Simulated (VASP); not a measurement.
# Co (P6_3/mmc) in VASP: notebook

The runs below take Co through single point, with PBE.

Everything below comes from runs of VASP 6.6.1. Logs are shortened: lines on timing, memory, paths and dates and some standing lists are left out, and cuts for length are marked.

**1. The cell of the first run**

Symmetry: P6_3/mmc, No. 194, hexagonal system. Conventional cell: a = 2.472 Å, b = 2.472 Å, c = 4.021 Å, α = 90.00°, β = 90.00°, γ = 120.00°. Within 3.3 Å of Co (site symmetry -6m2) lie 12 Co at 2.47 Å.

**2. Single point, PBE, collinear spin, ferromagnetic start**

File INCAR:

```
SYSTEM = Co
PREC = Accurate
ENCUT = 520
EDIFF = 1E-6
ISMEAR = -1
SIGMA = 0.05
LREAL = .FALSE.
LASPH = .TRUE.
NELM = 150
ALGO = Normal
ISIF = 2
LWAVE = .FALSE.
LCHARG = .FALSE.
ISPIN = 2
MAGMOM = 1 1
LORBIT = 11
NUPDOWN = 2.0
LMAXMIX = 4
GGA = PE
NBANDS = 20
```

File KPOINTS:

```
regular mesh
0
G
  12 12 7
  0 0 0
```

File POSCAR:

```
Co
1.0
    2.4719999032      0.0000000000      0.0000000000
   -1.2359999516      2.1408147143      0.0000000000
    0.0000000000      0.0000000000      4.0211440800
Co
2
Direct
    0.6666666667      0.3333333333      0.7500000000
    0.3333333333      0.6666666667      0.2500000000
```

Potentials or basis: VASP PAW PBE potentials, release 64 (Co).

The run is started by

```sh
> cat potpaw_PBE.64/Co/POTCAR > POTCAR
> mpirun -np 1 vasp_std > vasp.out
```

OUTCAR:

```text
SYSTEM = Co
   PREC = Accurate
   ENCUT = 520
   EDIFF = 1E-6
   ISMEAR = -1
   LREAL = .FALSE.
   LASPH = .TRUE.
   NELM = 150
   ISIF = 2
   ISPIN = 2
   LORBIT = 11
   NUPDOWN = 2.0
   GGA = PE

 ion  position               nearest neighbor table
   1  0.667  0.333  0.750-   2 2.47   2 2.47   2 2.47   2 2.47   2 2.47   2 2.47
   2  0.333  0.667  0.250-   1 2.47   1 2.47   1 2.47   1 2.47   1 2.47   1 2.47

  LATTYP: Found a hexagonal cell.
 ALAT       =     2.4719999032
 C/A-ratio  =     1.6266764715

  Lattice vectors:

 A1 = (   2.4719999032,   0.0000000000,   0.0000000000)
 A2 = (  -1.2359999516,   2.1408147143,   0.0000000000)
 A3 = (   0.0000000000,   0.0000000000,   4.0211440800)

Analysis of symmetry for initial positions (statically):
=====================================================================
 Subroutine PRICEL returns:
 Original cell was already a primitive cell.

 Routine SETGRP: Setting up the symmetry group for a
 hexagonal supercell.

 Subroutine GETGRP returns: Found 24 space group operations
 (whereof 12 operations were pure point group operations)
 out of a pool of 24 trial point group operations.

The static configuration has the point symmetry D_3d.
 The point group associated with its full space group is D_6h.

Analysis of symmetry for dynamics (positions and initial velocities):
=====================================================================
 Subroutine PRICEL returns:
 Original cell was already a primitive cell.

 Routine SETGRP: Setting up the symmetry group for a
 hexagonal supercell.

 Subroutine GETGRP returns: Found 24 space group operations
 (whereof 12 operations were pure point group operations)
 out of a pool of 24 trial point group operations.

The dynamic configuration has the point symmetry D_3d.
 The point group associated with its full space group is D_6h.

Analysis of structural, dynamic, and magnetic symmetry:
=====================================================================
 Subroutine PRICEL returns:
 Original cell was already a primitive cell.

 Routine SETGRP: Setting up the symmetry group for a
 hexagonal supercell.

 Subroutine GETGRP returns: Found 24 space group operations
 (whereof 12 operations were pure point group operations)
 out of a pool of 24 trial point group operations.

The overall configuration has the point symmetry D_3d.
 The point group associated with its full space group is D_6h.

 Subroutine INISYM returns: Found 24 space group operations
 (whereof 12 operations are pure point group operations),
 and found     1 'primitive' translations

----------------------------------------------------------------------------------------

                                     Primitive cell

  volume of cell :      21.2803

  direct lattice vectors                    reciprocal lattice vectors
     2.471999903  0.000000000  0.000000000     0.404530760  0.233555943  0.000000000
    -1.235999952  2.140814714  0.000000000     0.000000000  0.467111887  0.000000000
     0.000000000  0.000000000  4.021144080     0.000000000  0.000000000  0.248685444

  length of vectors
     2.471999903  2.471999903  4.021144080     0.467111887  0.467111887  0.248685444

  position of ions in fractional coordinates (direct lattice)
     0.666666667  0.333333333  0.750000000
     0.333333333  0.666666667  0.250000000

  ion indices of the primitive-cell ions
   primitive index   ion index
                 1           1
                 2           2

----------------------------------------------------------------------------------------

 KPOINTS: regular mesh

Automatic generation of k-mesh.
 Grid dimensions read from file:
 generate k-points for:   12   12    7

 Generating k-lattice:

  Cartesian coordinates                     Fractional coordinates (reciprocal lattice)
     0.033710897  0.019462995  0.000000000     0.083333333 -0.000000000  0.000000000
     0.000000000  0.038925991  0.000000000     0.000000000  0.083333333  0.000000000
     0.000000000  0.000000000  0.035526492     0.000000000  0.000000000  0.142857143

  Length of vectors
     0.038925991  0.038925991  0.035526492

  Shift w.r.t. Gamma in fractional coordinates (k-lattice)
     0.000000000  0.000000000  0.000000000

 Subroutine IBZKPT returns following result:
 ===========================================

 Found     76 irreducible k-points:

 Following reciprocal coordinates:
            Coordinates               Weight
  0.000000  0.000000  0.000000      1.000000
  0.083333  0.000000  0.000000      6.000000
  0.166667  0.000000  0.000000      6.000000
  0.250000  0.000000  0.000000      6.000000
  0.333333  0.000000  0.000000      6.000000
  0.416667  0.000000  0.000000      6.000000
[... 16 lines left out ...]
  0.250000  0.000000  0.142857     12.000000
  0.333333  0.000000  0.142857     12.000000
 [... further k-points ...]
   k-points           NKPTS =     76   k-points in BZ     NKDIM =     76   number of bands    NBANDS=     20
   number of dos      NEDOS =    301   number of ions     NIONS =      2
   total plane-waves  NPLWV =   9720
   dimension x,y,z NGX =    18 NGY =   18 NGZ =   30
   dimension x,y,z NGXF=    36 NGYF=   36 NGZF=   60
   ions per type =               2
   NGX,Y,Z   is equivalent  to a cutoff of  12.11, 12.11, 12.40 a.u.
   NGXF,Y,Z  is equivalent  to a cutoff of  24.21, 24.21, 24.81 a.u.
 SYSTEM =  Co
   PREC   = accura    normal or accurate (medium, high low for compatibility)
   ISTART =      0    job   : 0-new  1-cont  2-samecut
   ICHARG =      2    charge: 1-file 2-atom 10-const
   ISPIN  =      2    spin polarized calculation?
   LNONCOLLINEAR =      F non collinear calculations
   LSORBIT =      F    spin-orbit coupling
   LASPH  =      T    aspherical Exc in radial PAW
   ENCUT  =  520.0 eV  38.22 Ry    6.18 a.u.   4.60  4.60  7.48*2*pi/ulx,y,z
   NELM   =    150;   NELMIN=  2; NELMDL= -5     # of ELM steps
   EDIFF  = 0.1E-05   stopping-criterion for ELM
   LREAL  =      F    real-space projection
   EDIFFG = 0.1E-04   stopping-criterion for IOM
   NSW    =      0    number of steps for IOM
   IBRION =     -1    ionic relax: 0-MD 1-quasi-New 2-CG
   NFREE  =      0    steps in history (QN), initial steepest desc. (CG)
   ISIF   =      2    stress and relaxation
   ISYM   =      2    0-nonsym 1-usesym 2-fastsym
   POTIM  = 0.5000    time-step for ionic-motion
   TEBEG  =    0.0;   TEEND  =   0.0 temperature during run
   PSTRESS=    0.0 pullay stress
   NELECT =      18.0000    total number of electrons
   NUPDOWN=       2.0000    fix difference up-down
   EMIN   =  10.00;   EMAX   =-10.00  energy-range for DOS
   EFERMI =   0.00;   METHOD = LEGACY
   ISMEAR =    -1;   SIGMA  =   0.05  broadening in eV -4-tet -1-fermi 0-gaus
   EFERMI_NEDOS =   21; number of points for ismear=-14 and -15
   IALGO  =     38    algorithm
   IMIX   =      4    mixing-type and parameters
     AMIX     =   0.40;   BMIX     =  1.00
     AMIX_MAG =   1.60;   BMIX_MAG =  1.00
  volume/ion in A,a.u.               =      10.64        71.80
  Fermi-wavevector in a.u.,A,eV,Ry     =   1.548246  2.925761 32.614055  2.397065
  Thomas-Fermi vector in A             =   2.653224
   LORBIT       =     11    0 simple, 1 ext, 2 COOP (PROOUT), +10 PAW based schemes
   GGA     = PE    functional components
   LHFCALC =     F    Hartree Fock is set to
   AEXX    =    0.0000 exact exchange contribution
   IVDW    =     0    specifies the selected vdW correction
   LEPSILON=     F    determine dielectric tensor
   LRPA    =     F    only Hartree local field effects (RPA)
 spin polarized calculation
  energy-cutoff  :      520.00
  volume of cell :       21.28
 maximum number of plane-waves:       585
   NGX =  9   NGY =  9   NGZ = 15

 number of electron      17.9999990 magnetization       1.9999998

 Free energy of the ion-electron system (eV)
  ---------------------------------------------------
  ext. energy  EPLUGINS =         0.00000000
  ---------------------------------------------------
  free energy    TOTEN  =       -13.86709499 eV

  energy without entropy =      -13.82655091  energy(sigma->0) =      -13.84682295

 E-fermi :  10.5867     XC(G=0): -13.5276

 val. band max:       10.5857029118   @ k =   0.1667   0.1667   0.0000
 cond. band min:      10.1903213465   @ k =   0.4167   0.1667   0.4286
 fundamental gap:     -0.3953815653
 Fermi energy:        10.1893225672

 spin component 1

 k-point     1 :       0.0000    0.0000    0.0000
  band No.  band energies     occupation
      1       1.5282      1.00000
      2       5.4698      1.00000
      3       8.1215      1.00000
      4       8.1728      1.00000
      5       8.1728      1.00000
      6       8.4949      1.00000
[... 12 lines left out ...]
     19      36.9392      0.00000
     20      36.9392      0.00000

 k-point     2 :       0.0833    0.0000    0.0000
  band No.  band energies     occupation
      1       1.7762      1.00000
      2       5.6230      1.00000
      3       7.9172      1.00000
      4       8.2915      1.00000
      5       8.3375      1.00000
      6       8.4429      1.00000
[... 12 lines left out ...]
     19      38.1465      0.00000
     20      39.3387      0.00000

 k-point     3 :       0.1667    0.0000    0.0000
  band No.  band energies     occupation
      1       2.4937      1.00000
      2       6.0034      1.00000
      3       7.6332      1.00000
      4       7.8861      1.00000
      5       8.2525      1.00000
      6       8.6151      1.00000
[... 12 lines left out ...]
     19      37.3712      0.00000
     20      39.5475      0.00000

 k-point     4 :       0.2500    0.0000    0.0000
  band No.  band energies     occupation
      1       3.5809      1.00000
      2       6.3128      1.00000
      3       7.1388      1.00000
      4       7.4538      1.00000
      5       8.1447      1.00000
      6       8.3955      1.00000
[... 429 lines left out ...]
 k-point    23 :       0.2500    0.0000    0.1429
  band No.  band energies     occupation
      1       3.7414      1.00000
      2       6.3432      1.00000
      3       7.0249      1.00000
      4       7.4947      1.00000
      5       8.0249      1.00000
      6       8.4242      1.00000
[... 12 lines left out ...]
     19      35.7771      0.00000
     20      37.0189      0.00000

 k-point    24 :       0.3333    0.0000    0.1429
  band No.  band energies     occupation
      1       4.8555      1.00000
      2       6.2672      1.00000
      3       6.6288      1.00000
      4       7.4351      1.00000
      5       8.1983      1.00000
      6       8.2679      1.00000
[... 12 lines left out ...]
     19      34.0451      0.00000
     20      35.7043      0.00000

 [... further k-points ...]

 spin component 2

 k-point     1 :       0.0000    0.0000    0.0000
  band No.  band energies     occupation
      1       1.4817      1.00000
      2       6.0381      1.00000
      3       9.1329      1.00000
      4       9.1885      1.00000
      5       9.1885      1.00000
      6       9.5447      1.00000
[... 12 lines left out ...]
     19      37.0823      0.00000
     20      37.0823      0.00000

 k-point     2 :       0.0833    0.0000    0.0000
  band No.  band energies     occupation
      1       1.7303      1.00000
      2       6.2045      1.00000
      3       8.9025      1.00000
      4       9.3146      1.00000
      5       9.3668      1.00000
      6       9.4820      1.00000
[... 12 lines left out ...]
     19      38.0247      0.00000
     20      39.4828      0.00000

 k-point     3 :       0.1667    0.0000    0.0000
  band No.  band energies     occupation
      1       2.4525      1.00000
      2       6.6279      1.00000
      3       8.5675      1.00000
      4       8.5779      1.00000
      5       9.2582      1.00000
      6       9.6723      1.00000
[... 12 lines left out ...]
     19      37.4249      0.00000
     20      39.6925      0.00000

 k-point     4 :       0.2500    0.0000    0.0000
  band No.  band energies     occupation
      1       3.5642      1.00000
      2       7.0212      1.00000
      3       7.8588      1.00000
      4       8.2947      1.00000
      5       9.1110      1.00000
      6       9.4971      1.00000
[... 429 lines left out ...]
 k-point    23 :       0.2500    0.0000    0.1429
  band No.  band energies     occupation
      1       3.7338      1.00000
      2       6.9960      1.00000
      3       7.7342      1.00000
      4       8.3424      1.00000
      5       9.0059      1.00000
      6       9.5215      1.00000
[... 12 lines left out ...]
     19      35.9868      0.00000
     20      37.1825      0.00000

 k-point    24 :       0.3333    0.0000    0.1429
  band No.  band energies     occupation
      1       4.9773      1.00000
      2       6.9943      1.00000
      3       7.3579      1.00000
      4       8.2269      1.00000
      5       9.1121      1.00000
      6       9.3539      1.00000
[... 12 lines left out ...]
     19      34.2198      0.00000
     20      35.8774      0.00000

 [... further k-points ...]
[... 5 lines left out ...]
  --------------------------------------------------------------------------------------
  -------------------------------------------------------------------------------------
  Total       -0.3221768     -0.3221768     -0.6748178      0.0000000      0.0000000      0.0000000
  in kB      -24.2564734    -24.2564734    -50.8065755      0.0000000      0.0000000      0.0000000
  external PRESSURE =     -33.1065074 kB  Pullay stress =       0.0000000 kB

 VOLUME and BASIS-vectors are now :
 -----------------------------------------------------------------------------
  energy-cutoff  :      520.00
  volume of cell :       21.28
      direct lattice vectors                 reciprocal lattice vectors
     2.471999903  0.000000000  0.000000000     0.404530760  0.233555943  0.000000000
    -1.235999952  2.140814714  0.000000000     0.000000000  0.467111887  0.000000000
     0.000000000  0.000000000  4.021144080     0.000000000  0.000000000  0.248685444

 POSITION                                       TOTAL-FORCE (eV/Angst)
 -----------------------------------------------------------------------------------
      1.23600      0.71360      3.01586        -0.000000      0.000000      0.000000
     -0.00000      1.42721      1.00529         0.000000     -0.000000      0.000000
 -----------------------------------------------------------------------------------
    total drift:                                0.000000     -0.000000     -0.000000

  FREE ENERGIE OF THE ION-ELECTRON SYSTEM (eV)
  ---------------------------------------------------
  free  energy   TOTEN  =       -13.8670949867 eV

  energy  without entropy=      -13.8265509083  energy(sigma->0) =      -13.84682295

 total charge

# of ion       s       p       d       tot
------------------------------------------
    1        0.490   0.532   7.289   8.311
    2        0.490   0.532   7.289   8.311
--------------------------------------------------
tot          0.981   1.065  14.577  16.623

 magnetization (x)

# of ion       s       p       d       tot
------------------------------------------
    1       -0.014  -0.046   1.076   1.017
    2       -0.014  -0.046   1.076   1.017
--------------------------------------------------
tot         -0.028  -0.091   2.152   2.033
```

Run time: 25 s. Hardware: 1 thread of AMD EPYC 9R45 (Zen 5), shared host; peak memory 0.13 GiB.

Results:

- Free energy: -13.8671 eV
- Pressure: -3.3 GPa
- Net moment: 2.00 μB per cell
- Site moments: Co +1.02 μB
- Valence electrons inside the program's atomic spheres: Co 8.31

Stress tensor (GPa, compression positive):
```
-2.43  0.00  0.00
 0.00 -2.43  0.00
 0.00  0.00 -5.08
```

Caveat: the total moment is fixed, so each spin has its own Fermi level.

**3. Single point, PBE, collinear spin, ferromagnetic start**

File INCAR:

```
PREC = Accurate
ENCUT = 520
EDIFF = 1E-6
ISMEAR = -1
SIGMA = 0.05
LREAL = F
LASPH = T
NELM = 150
ALGO = Fast
ISIF = 2
LWAVE = F
LCHARG = T
ISPIN = 2
MAGMOM = 1.5 1.5
LORBIT = 11
NUPDOWN = 3.0
LMAXMIX = 4
GGA = PE
LELF = T
LVHAR = T
NBANDS = 20
```

File KPOINTS:

```
Automatic mesh
0
Gamma
  12 12 7
```

POSCAR is that of step 2.

Potentials or basis: VASP PAW PBE potentials, release 64 (Co).

The run is started by

```sh
> cat potpaw_PBE.64/Co/POTCAR > POTCAR
> mpirun -np 1 vasp_std > vasp.out
```

It took 30 s on 1 thread of AMD EPYC 9R45 (Zen 5), shared host; peak memory 0.14 GiB.

It converged, with:

| Property | Result |
| --- | --- |
| Free energy | -14.0602 eV |
| Pressure | 2.3 GPa |
| Net moment | 3.00 μB per cell |
| Site moments | Co +1.52 μB |
| Valence electrons inside the program's atomic spheres | Co 8.31 |

Stress tensor (GPa, compression positive):
```
3.17 0.00 0.00
0.00 3.17 0.00
0.00 0.00 0.63
```

Caveat: the total moment is fixed, so each spin has its own Fermi level.

**4. Single point, PBE, collinear spin, ferromagnetic start**

File INCAR:

```
  ALGO = Fast
  EDIFF = 1E-7
  ENCUT = 520
  GGA = PE
  ISIF = 2
  ISMEAR = -1
  ISPIN = 2
  LASPH = T
  LCHARG = T
  LELF = T
  LMAXMIX = 4
  LORBIT = 11
  LREAL = F
  LVHAR = T
  LWAVE = F
  MAGMOM = 2 2
  NBANDS = 20
  NELM = 150
  NUPDOWN = 4.0
  PREC = Accurate
  SIGMA = 0.05
```

File KPOINTS:

```
k-points
0
Gamma
  12 12 7
```

POSCAR is that of step 3.

The run is started by

```sh
> cat potpaw_PBE.64/Co/POTCAR > POTCAR
> mpirun -np 1 vasp_std > vasp.out
```

It took 37 s on 1 thread of AMD EPYC 9R45 (Zen 5), shared host; peak memory 0.14 GiB.

It converged, with:

| Property | Result |
| --- | --- |
| Free energy | -13.7806 eV |
| Pressure | 12.6 GPa |
| Net moment | 4.00 μB per cell |
| Site moments | Co +1.99 μB |
| Valence electrons inside the program's atomic spheres | Co 8.30 |

Stress tensor (GPa, compression positive):
```
12.26  0.00  0.00
 0.00 12.26  0.00
 0.00  0.00 13.13
```

Caveat: the total moment is fixed, so each spin has its own Fermi level.

**5. Summary**

```tsv
fixed moment (μB)	pressure (GPa)	moment (μB)
2.0	-3.3	2.00
3.0	2.3	3.00
4.0	12.6	4.00
```

Alike in all rows: task single point; level PBE; potentials or basis VASP PAW PBE potentials, release 64 (Co); spin collinear, ferromagnetic start; cell as given; k mesh 12 × 12 × 7; cutoff (eV) 520; smearing fermi-dirac 0.05 eV.

Caveats: the total moment is fixed, so each spin has its own Fermi level.

Total energies depend on the potentials used, so only differences within one code and one set of settings carry meaning.
